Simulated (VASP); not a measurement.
# MgF2 (P4_2/mnm) in VASP: a series of runs, part 2 of 2

VASP 6.6.1. The steps go on from the part before.

### 3 Electric field gradients, PBE

INCAR reads:

```
SYSTEM = MgF2
PREC = Accurate
ENCUT = 520
EDIFF = 1E-8
ISMEAR = -1
SIGMA = 0.01
LREAL = .FALSE.
LASPH = .TRUE.
NELM = 100
ALGO = Normal
ISIF = 2
LWAVE = .FALSE.
LCHARG = .FALSE.
GGA = PE
LEFG = .TRUE.
NBANDS = 25
```

KPOINTS reads:

```
regular mesh
0
G
  6 6 8
  0 0 0
```

POSCAR reads:

```
MgF2
1.0
    4.6213000000      0.0000000000      0.0000000000
    0.0000000000      4.6213000000      0.0000000000
    0.0000000000      0.0000000000      3.0159000000
Mg F
2 4
Direct
    0.0000000000      0.0000000000      0.0000000000
    0.5000000000      0.5000000000      0.5000000000
    0.3028000000      0.3028000000      0.0000000000
    0.1972000000      0.8028000000      0.5000000000
    0.6972000000      0.6972000000      0.0000000000
    0.8028000000      0.1972000000      0.5000000000
```

Potentials or basis: VASP PAW PBE potentials, release 64 (Mg, F).

On the command line:

```sh
$ cat potpaw_PBE.64/Mg/POTCAR potpaw_PBE.64/F/POTCAR > POTCAR
$ mpirun -np 1 vasp_std > vasp.out
```

OUTCAR:

```text
SYSTEM = MgF2
   PREC = Accurate
   ENCUT = 520
   EDIFF = 1E-8
   ISMEAR = -1
   LREAL = .FALSE.
   LASPH = .TRUE.
   NELM = 100
   ISIF = 2
   GGA = PE

 ion  position               nearest neighbor table
   1  0.000  0.000  0.000-   3 1.98   5 1.98   4 1.98   6 1.98   4 1.98   6 1.98   2 3.60   2 3.60
                             2 3.60   2 3.60   2 3.60   2 3.60   2 3.60   2 3.60
   2  0.500  0.500  0.500-   4 1.98   6 1.98   5 1.98   3 1.98   3 1.98   5 1.98   1 3.60   1 3.60
                             1 3.60   1 3.60   1 3.60   1 3.60   1 3.60   1 3.60
   3  0.303  0.303  0.000-   1 1.98   2 1.98   2 1.98
   4  0.197  0.803  0.500-   2 1.98   1 1.98   1 1.98
   5  0.697  0.697  0.000-   1 1.98   2 1.98   2 1.98
   6  0.803  0.197  0.500-   2 1.98   1 1.98   1 1.98

  LATTYP: Found a simple tetragonal cell.
 ALAT       =     4.6213000000
 C/A-ratio  =     0.6526085733

  Lattice vectors:

 A1 = (   4.6213000000,   0.0000000000,   0.0000000000)
 A2 = (   0.0000000000,   4.6213000000,   0.0000000000)
 A3 = (   0.0000000000,   0.0000000000,   3.0159000000)

Analysis of symmetry for initial positions (statically):
[... 891 lines left out ...]
 -----------------------------------------------------------------------------------
    total drift:                                0.000000      0.000000      0.000000

  FREE ENERGIE OF THE ION-ELECTRON SYSTEM (eV)
  ---------------------------------------------------
  free  energy   TOTEN  =       -31.4811539881 eV

  energy  without entropy=      -31.4811539881  energy(sigma->0) =      -31.48115399

 Electric field gradients (V/A^2)
---------------------------------------------------------------------
 ion       V_xx      V_yy      V_zz      V_xy      V_xz      V_yz
---------------------------------------------------------------------
   1       2.657     2.657    -5.315    -2.941     0.000    -0.000
   2       2.657     2.657    -5.315     2.941     0.000     0.000
   3      -7.489    -7.489    14.978    40.407    -0.000     0.000
   4      -7.489    -7.489    14.978   -40.407     0.000    -0.000
   5      -7.489    -7.489    14.978    40.407     0.000     0.000
   6      -7.489    -7.489    14.978   -40.407     0.000     0.000
---------------------------------------------------------------------

 Electric field gradients after diagonalization (V/A^2)
 (convention: |V_zz| > |V_xx| > |V_yy|)
----------------------------------------------------------------------
 ion       V_xx      V_yy      V_zz     asymmetry (V_yy - V_xx)/ V_zz
----------------------------------------------------------------------
   1      -5.315    -0.284     5.599       0.899
   2      -5.315    -0.284     5.599       0.899
   3      32.918    14.978   -47.896       0.375
   4      32.918    14.978   -47.896       0.375
   5      32.918    14.978   -47.896       0.375
   6      32.918    14.978   -47.896       0.375
----------------------------------------------------------------------

           NMR quadrupolar parameters

 Cq : quadrupolar parameter    Cq=e*Q*V_zz/h
 eta: asymmetry parameters     (V_yy - V_xx)/ V_zz
 Q  : nuclear electric quadrupole moment in mb (millibarn)
----------------------------------------------------------------------
 ion       Cq(MHz)       eta       Q (mb)
----------------------------------------------------------------------
   1       0.014       0.899       1.000
   2       0.014       0.899       1.000
   3      -0.116       0.375       1.000
   4      -0.116       0.375       1.000
   5      -0.116       0.375       1.000
   6      -0.116       0.375       1.000
----------------------------------------------------------------------
```

OSZICAR:

```text
N       E                     dE             d eps       ncg     rms          rms(c)
DAV:   1     0.164142646886E+03    0.16414E+03   -0.17984E+04  2636   0.121E+03
DAV:   2    -0.263447242365E+02   -0.19049E+03   -0.18369E+03  3063   0.287E+02
DAV:   3    -0.340180095967E+02   -0.76733E+01   -0.76508E+01  3128   0.553E+01
DAV:   4    -0.340581866986E+02   -0.40177E-01   -0.40173E-01  2779   0.458E+00
DAV:   5    -0.340583837668E+02   -0.19707E-03   -0.19706E-03  3080   0.313E-01    0.101E+01
DAV:   6    -0.314275140159E+02    0.26309E+01   -0.80585E+00  2792   0.205E+01    0.294E+00
DAV:   7    -0.314497583263E+02   -0.22244E-01   -0.94571E-02  2706   0.199E+00    0.190E+00
DAV:   8    -0.314806026475E+02   -0.30844E-01   -0.54865E-02  2571   0.226E+00    0.207E-01
DAV:   9    -0.314806580538E+02   -0.55406E-04   -0.11724E-03  3230   0.243E-01    0.795E-02
DAV:  10    -0.314811549381E+02   -0.49688E-03   -0.48314E-04  2614   0.153E-01    0.201E-02
DAV:  11    -0.314811535771E+02    0.13611E-05   -0.95514E-06  3190   0.264E-02    0.410E-03
DAV:  12    -0.314811539876E+02   -0.41055E-06   -0.11336E-06  2620   0.855E-03    0.104E-03
DAV:  13    -0.314811539803E+02    0.73178E-08   -0.14533E-07  3199   0.296E-03    0.690E-04
DAV:  14    -0.314811539881E+02   -0.77371E-08   -0.13081E-08  1662   0.104E-03
   1 F= -.31481154E+02 E0= -.31481154E+02  d E =-.463752E-14
```

stdout:

```text
POSCAR found type information on POSCAR MgF
 POSCAR found :  2 types and       6 ions
 scaLAPACK will be used
 LDA part: xc-table for (Slater+PW92), standard interpolation
 POSCAR, INCAR and KPOINTS ok, starting setup
 FFT: planning ... GRIDC
 FFT: planning ... GRID_SOFT
 FFT: planning ... GRID
 WAVECAR not read
 entering main loop
ion   1

ion   2

ion   3

ion   4

ion   5

ion   6
```

Run time: 51 s. Hardware: 1 thread of Intel Xeon Platinum 8375C at 2.90GHz (Ice Lake), shared host; peak memory 0.21 GiB.

What came out:

- Free energy: -31.4812 eV
- Pressure: 5.4 GPa
- Largest force: 0.053 eV/Å
- Band gap on the k mesh: 7.20 eV, direct

Forces on the atoms (eV/Å):
```
Mg   0.000  0.000  0.000
Mg   0.000  0.000  0.000
F   -0.038 -0.038  0.000
F    0.038 -0.038  0.000
F    0.038  0.038  0.000
F   -0.038  0.038  0.000
```

Stress tensor (GPa, compression positive):
```
4.71 0.00 0.00
0.00 4.71 0.00
0.00 0.00 6.65
```

Levels at points of the mesh, in eV from the valence-band top:
```tsv
k point	band 12	band 13	band 14	band 15	band 16	band 17	band 18	band 19	band 20	band 21
(0.00, 0.00, 0.00)	-1.22	-0.72	-0.33	-0.33	0.00	7.20	12.37	12.37	13.92	14.53
(0.50, 0.00, 0.00)	-1.42	-0.98	-0.98	-0.39	-0.39	9.62	9.62	13.64	13.64	15.61
(0.50, 0.50, 0.00)	-1.27	-0.97	-0.97	-0.81	-0.81	11.35	11.35	11.40	11.40	17.49
(0.00, 0.00, 0.50)	-1.47	-1.17	-1.17	-0.87	-0.87	12.01	12.01	15.11	15.11	15.53
(0.50, 0.00, 0.50)	-1.40	-0.76	-0.76	-0.68	-0.68	12.87	12.87	13.65	13.65	15.88
(0.50, 0.50, 0.50)	-1.44	-0.63	-0.63	-0.50	-0.50	13.42	13.42	13.42	13.42	14.79
```

Electric field gradients, principal values (V/Å²):
| atom | least | middle | greatest (by size) |
| --- | --- | --- | --- |
| 1 Mg | -0.284 | -5.315 | 5.599 |
| 2 Mg | -0.284 | -5.315 | 5.599 |
| 3 F | 14.978 | 32.918 | -47.896 |
| 4 F | 14.978 | 32.918 | -47.896 |
| 5 F | 14.978 | 32.918 | -47.896 |
| 6 F | 14.978 | 32.918 | -47.896 |

Caveat: without QUAD_EFG the Cq values of the log hold for a quadrupole moment of 1 mb, not for the nuclei.

### 4 Electric field gradients, PBE

INCAR reads:

```
SYSTEM = MgF2
ALGO = Normal ; EDIFF = 1E-8
ENCUT = 520 ; GGA = PE
ISIF = 2 ; ISMEAR = -1
LASPH = .TRUE. ; LCHARG = .FALSE.
LEFG = .TRUE. ; LREAL = .FALSE.
LWAVE = .FALSE. ; NBANDS = 25
NELM = 100 ; PREC = Accurate
SIGMA = 0.01
```

KPOINTS reads:

```
k-points
0
G
  6 6 8
  0 0 0
```

POSCAR is that of step 3.

Potentials or basis: VASP PAW PBE potentials, release 64 (Mg, F).

On the command line:

```sh
$ cat potpaw_PBE.64/Mg/POTCAR potpaw_PBE.64/F/POTCAR > POTCAR
$ mpirun -np 1 vasp_std > vasp.out
```

OUTCAR:

```text
SYSTEM = MgF2
   EDIFF = 1E-8
   ENCUT = 520
   GGA = PE
   ISIF = 2
   ISMEAR = -1
   LASPH = .TRUE.
   LREAL = .FALSE.
   NELM = 100
   PREC = Accurate

 ion  position               nearest neighbor table
   1  0.000  0.000  0.000-   3 1.98   5 1.98   4 1.98   6 1.98   4 1.98   6 1.98   2 3.60   2 3.60
                             2 3.60   2 3.60   2 3.60   2 3.60   2 3.60   2 3.60
   2  0.500  0.500  0.500-   4 1.98   6 1.98   5 1.98   3 1.98   3 1.98   5 1.98   1 3.60   1 3.60
                             1 3.60   1 3.60   1 3.60   1 3.60   1 3.60   1 3.60
   3  0.303  0.303  0.000-   1 1.98   2 1.98   2 1.98
   4  0.197  0.803  0.500-   2 1.98   1 1.98   1 1.98
   5  0.697  0.697  0.000-   1 1.98   2 1.98   2 1.98
   6  0.803  0.197  0.500-   2 1.98   1 1.98   1 1.98

  LATTYP: Found a simple tetragonal cell.
 ALAT       =     4.6213000000
 C/A-ratio  =     0.6526085733

  Lattice vectors:

 A1 = (   4.6213000000,   0.0000000000,   0.0000000000)
 A2 = (   0.0000000000,   4.6213000000,   0.0000000000)
 A3 = (   0.0000000000,   0.0000000000,   3.0159000000)

Analysis of symmetry for initial positions (statically):
=====================================================================
 Subroutine PRICEL returns:
 Original cell was already a primitive cell.

 Routine SETGRP: Setting up the symmetry group for a
 simple tetragonal supercell.

 Subroutine GETGRP returns: Found 16 space group operations
 (whereof  8 operations were pure point group operations)
 out of a pool of 16 trial point group operations.

The static configuration has the point symmetry D_2h.
 The point group associated with its full space group is D_4h.

Analysis of symmetry for dynamics (positions and initial velocities):
=====================================================================
 Subroutine PRICEL returns:
 Original cell was already a primitive cell.

 Routine SETGRP: Setting up the symmetry group for a
 simple tetragonal supercell.

 Subroutine GETGRP returns: Found 16 space group operations
 (whereof  8 operations were pure point group operations)
 out of a pool of 16 trial point group operations.

The dynamic configuration has the point symmetry D_2h.
 The point group associated with its full space group is D_4h.

 Subroutine INISYM returns: Found 16 space group operations
 (whereof  8 operations are pure point group operations),
 and found     1 'primitive' translations

----------------------------------------------------------------------------------------

                                     Primitive cell

  volume of cell :      64.4088

  direct lattice vectors                    reciprocal lattice vectors
     4.621300000  0.000000000  0.000000000     0.216389328  0.000000000  0.000000000
     0.000000000  4.621300000  0.000000000     0.000000000  0.216389328  0.000000000
     0.000000000  0.000000000  3.015900000     0.000000000  0.000000000  0.331575981

  length of vectors
     4.621300000  4.621300000  3.015900000     0.216389328  0.216389328  0.331575981

  position of ions in fractional coordinates (direct lattice)
     0.000000000  0.000000000  0.000000000
[... 106 lines left out ...]
     AMIX_MAG =   1.60;   BMIX_MAG =  1.00
  volume/ion in A,a.u.               =      10.73        72.44
  Fermi-wavevector in a.u.,A,eV,Ry     =   1.296611  2.450240 22.874119  1.681200
  Thomas-Fermi vector in A             =   2.428056
   LORBIT       =      0    0 simple, 1 ext, 2 COOP (PROOUT), +10 PAW based schemes
   GGA     = PE    functional components
   LHFCALC =     F    Hartree Fock is set to
   AEXX    =    0.0000 exact exchange contribution
   IVDW    =     0    specifies the selected vdW correction
   LEPSILON=     F    determine dielectric tensor
   LRPA    =     F    only Hartree local field effects (RPA)
 non-spin polarized calculation
  energy-cutoff  :      520.00
  volume of cell :       64.41
 maximum number of plane-waves:      1764
 NGX is ok and might be reduce to    36
   NGX = 17   NGY = 17   NGZ = 11

 number of electron      32.0000021 magnetization

 Free energy of the ion-electron system (eV)
  ---------------------------------------------------
  ext. energy  EPLUGINS =         0.00000000
  ---------------------------------------------------
  free energy    TOTEN  =       -31.48115399 eV

  energy without entropy =      -31.48115399  energy(sigma->0) =      -31.48115399

 E-fermi :  -0.8638     XC(G=0):  -9.7929

 val. band max:       -1.1314329313   @ k =   0.0000   0.0000   0.0000
 cond. band min:       6.0731199390   @ k =   0.0000   0.0000   0.0000
 fundamental gap:      7.2045528703
 Fermi energy:        -0.8638407277

 k-point     1 :       0.0000    0.0000    0.0000
  band No.  band energies     occupation
      1     -21.9330      2.00000
      2     -21.1147      2.00000
      3     -21.1147      2.00000
      4     -21.0142      2.00000
      5      -5.2726      2.00000
      6      -3.6905      2.00000
[... 661 lines left out ...]
     24      15.1777      0.00000
     25      16.7409      0.00000

 [... further k-points ...]
[... 5 lines left out ...]
  --------------------------------------------------------------------------------------
  -------------------------------------------------------------------------------------
  Total        1.8927486      1.8927486      2.6738648      0.0000000      0.0000000      0.0000000
  in kB       47.0823633     47.0823633     66.5127278      0.0000000      0.0000000      0.0000000
  external PRESSURE =      53.5591515 kB  Pullay stress =       0.0000000 kB

 VOLUME and BASIS-vectors are now :
 -----------------------------------------------------------------------------
  energy-cutoff  :      520.00
  volume of cell :       64.41
      direct lattice vectors                 reciprocal lattice vectors
     4.621300000  0.000000000  0.000000000     0.216389328  0.000000000  0.000000000
     0.000000000  4.621300000  0.000000000     0.000000000  0.216389328  0.000000000
     0.000000000  0.000000000  3.015900000     0.000000000  0.000000000  0.331575981

 POSITION                                       TOTAL-FORCE (eV/Angst)
 -----------------------------------------------------------------------------------
      0.00000      0.00000      0.00000         0.000000      0.000000      0.000000
      2.31065      2.31065      1.50795         0.000000      0.000000      0.000000
      1.39933      1.39933      0.00000        -0.037543     -0.037543      0.000000
      0.91132      3.70998      1.50795         0.037543     -0.037543      0.000000
      3.22197      3.22197      0.00000         0.037543      0.037543     -0.000000
      3.70998      0.91132      1.50795        -0.037543      0.037543     -0.000000
 -----------------------------------------------------------------------------------
    total drift:                                0.000000      0.000000      0.000000

  FREE ENERGIE OF THE ION-ELECTRON SYSTEM (eV)
  ---------------------------------------------------
  free  energy   TOTEN  =       -31.4811539881 eV

  energy  without entropy=      -31.4811539881  energy(sigma->0) =      -31.48115399

 Electric field gradients (V/A^2)
---------------------------------------------------------------------
 ion       V_xx      V_yy      V_zz      V_xy      V_xz      V_yz
---------------------------------------------------------------------
   1       2.657     2.657    -5.315    -2.941     0.000    -0.000
   2       2.657     2.657    -5.315     2.941     0.000     0.000
   3      -7.489    -7.489    14.978    40.407    -0.000     0.000
   4      -7.489    -7.489    14.978   -40.407     0.000    -0.000
   5      -7.489    -7.489    14.978    40.407     0.000     0.000
   6      -7.489    -7.489    14.978   -40.407     0.000     0.000
---------------------------------------------------------------------

 Electric field gradients after diagonalization (V/A^2)
 (convention: |V_zz| > |V_xx| > |V_yy|)
----------------------------------------------------------------------
 ion       V_xx      V_yy      V_zz     asymmetry (V_yy - V_xx)/ V_zz
----------------------------------------------------------------------
   1      -5.315    -0.284     5.599       0.899
   2      -5.315    -0.284     5.599       0.899
   3      32.918    14.978   -47.896       0.375
   4      32.918    14.978   -47.896       0.375
   5      32.918    14.978   -47.896       0.375
   6      32.918    14.978   -47.896       0.375
----------------------------------------------------------------------

           NMR quadrupolar parameters

 Cq : quadrupolar parameter    Cq=e*Q*V_zz/h
 eta: asymmetry parameters     (V_yy - V_xx)/ V_zz
 Q  : nuclear electric quadrupole moment in mb (millibarn)
----------------------------------------------------------------------
 ion       Cq(MHz)       eta       Q (mb)
----------------------------------------------------------------------
   1       0.014       0.899       1.000
   2       0.014       0.899       1.000
   3      -0.116       0.375       1.000
   4      -0.116       0.375       1.000
   5      -0.116       0.375       1.000
   6      -0.116       0.375       1.000
----------------------------------------------------------------------
```

OSZICAR:

```text
N       E                     dE             d eps       ncg     rms          rms(c)
DAV:   1     0.164142646886E+03    0.16414E+03   -0.17984E+04  2636   0.121E+03
DAV:   2    -0.263447242365E+02   -0.19049E+03   -0.18369E+03  3063   0.287E+02
DAV:   3    -0.340180095967E+02   -0.76733E+01   -0.76508E+01  3128   0.553E+01
DAV:   4    -0.340581866986E+02   -0.40177E-01   -0.40173E-01  2779   0.458E+00
DAV:   5    -0.340583837668E+02   -0.19707E-03   -0.19706E-03  3080   0.313E-01    0.101E+01
DAV:   6    -0.314275140159E+02    0.26309E+01   -0.80585E+00  2792   0.205E+01    0.294E+00
DAV:   7    -0.314497583263E+02   -0.22244E-01   -0.94571E-02  2706   0.199E+00    0.190E+00
DAV:   8    -0.314806026475E+02   -0.30844E-01   -0.54865E-02  2571   0.226E+00    0.207E-01
DAV:   9    -0.314806580538E+02   -0.55406E-04   -0.11724E-03  3230   0.243E-01    0.795E-02
DAV:  10    -0.314811549381E+02   -0.49688E-03   -0.48314E-04  2614   0.153E-01    0.201E-02
DAV:  11    -0.314811535771E+02    0.13611E-05   -0.95514E-06  3190   0.264E-02    0.410E-03
DAV:  12    -0.314811539876E+02   -0.41055E-06   -0.11336E-06  2620   0.855E-03    0.104E-03
DAV:  13    -0.314811539803E+02    0.73178E-08   -0.14533E-07  3199   0.296E-03    0.690E-04
DAV:  14    -0.314811539881E+02   -0.77371E-08   -0.13081E-08  1662   0.104E-03
   1 F= -.31481154E+02 E0= -.31481154E+02  d E =-.463752E-14
```

stdout:

```text
POSCAR found type information on POSCAR MgF
 POSCAR found :  2 types and       6 ions
 scaLAPACK will be used
 LDA part: xc-table for (Slater+PW92), standard interpolation
 POSCAR, INCAR and KPOINTS ok, starting setup
 FFT: planning ... GRIDC
 FFT: planning ... GRID_SOFT
 FFT: planning ... GRID
 WAVECAR not read
 entering main loop
ion   1

ion   2

ion   3

ion   4

ion   5

ion   6
```

Wall time 44 s (1 thread of Intel Xeon Platinum 8375C at 2.90GHz (Ice Lake), shared host); peak memory 0.21 GiB.

What came out:

```yaml
Free_energy: -31.4812 eV
Pressure: 5.4 GPa
Largest_force: 0.053 eV/Å
Band_gap_on_the_k_mesh: 7.20 eV, direct
```

Forces on the atoms (eV/Å):
```
Mg   0.000  0.000  0.000
Mg   0.000  0.000  0.000
F   -0.038 -0.038  0.000
F    0.038 -0.038  0.000
F    0.038  0.038  0.000
F   -0.038  0.038  0.000
```

Electric field gradients, principal values (V/Å²):
```csv
atom,least,middle,greatest (by size)
1 Mg,-0.284,-5.315,5.599
2 Mg,-0.284,-5.315,5.599
3 F,14.978,32.918,-47.896
4 F,14.978,32.918,-47.896
5 F,14.978,32.918,-47.896
6 F,14.978,32.918,-47.896
```

Caveat: without QUAD_EFG the Cq values of the log hold for a quadrupole moment of 1 mb, not for the nuclei.
